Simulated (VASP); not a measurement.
A run of VASP 6.6.1 is set up as follows.

Contents of INCAR:

```
  ALGO = Normal
  EDIFF = 1E-6
  ENCUT = 520
  GGA = PE
  ISIF = 2
  ISMEAR = 0
  LASPH = True
  LCHARG = False
  LREAL = False
  LWAVE = False
  NBANDS = 16
  NELM = 80
  PREC = Accurate
  SIGMA = 0.02
```

KPOINTS

```
k-points
0
Gamma
  12 12 4
```

File POSCAR:

```
BN
1.0
    2.5121811355      0.0000000000      0.0000000000
   -1.2560905678      2.1756126823      0.0000000000
    0.0000000000      0.0000000000      8.0094370553
B N
2 2
Direct
    0.3333333333      0.6666666667      0.2500000000
    0.6666666667      0.3333333333      0.7500000000
    0.3333333333      0.6666666667      0.7500000000
    0.6666666667      0.3333333333      0.2500000000
```

Potentials or basis: VASP PAW PBE potentials, release 64 (B, N).

The run is started by

```bash
$ cat potpaw_PBE.64/B/POTCAR potpaw_PBE.64/N/POTCAR > POTCAR
$ mpirun -np 1 vasp_std > vasp.out
```

(1) Estimate the pressure.

(2) Estimate the band gap on the k mesh.

Results:

(1) 0.1 GPa.

(2) 4.49 eV (least direct gap 4.65 eV).

Caveat: the cell differs from its parent crystal (strain along c alone, the other axes held: -4.0 %); this functional lacks dispersion, which binds the layers, so the pressure and a relaxed spacing across them are unreliable.
